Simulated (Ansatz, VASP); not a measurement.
**Mo in VASP and in Ansatz**

```xyz
1
Lattice="0.0000 2.0150 2.1762 2.0150 0.0000 2.1762 2.0150 2.0150 0.0000" Properties=species:S:1:pos:R:3 pbc="T T T"
Mo    0.0000    0.0000    0.0000
```

Change from the starting cell: strain +0.000 along x and y, +0.080 along z, atoms carried along.

Alike in both runs: task single point; functional PBEsol; k mesh 20 × 20 × 20; occupations gaussian, width 0.15 eV; no spin polarisation.

|  | VASP | Ansatz |
| --- | --- | --- |
| version | VASP 6.6.1 | Ansatz 0.2.0 |
| potentials or method | VASP PAW PBE potentials, release 64 (Mo_sv), cutoff 520 eV | scalar-relativistic, plane waves, PAW |
| valence electrons in the cell | 14 | 14 |

```csv
,VASP,Ansatz,Ansatz less VASP
gap on the k mesh at the Fermi level (eV),none,none,-
pressure (GPa),-25.1,-25.4,-0.28
"traceless stress, the component that is largest in VASP (GPa)",5.87,5.89,+0.019
```

VASP's potentials were made for PBE, not for PBEsol. A gap of «none» marks a metal or a gap that the smearing closes. The functional is the same, so the differences come from potentials, cutoffs and numerics.
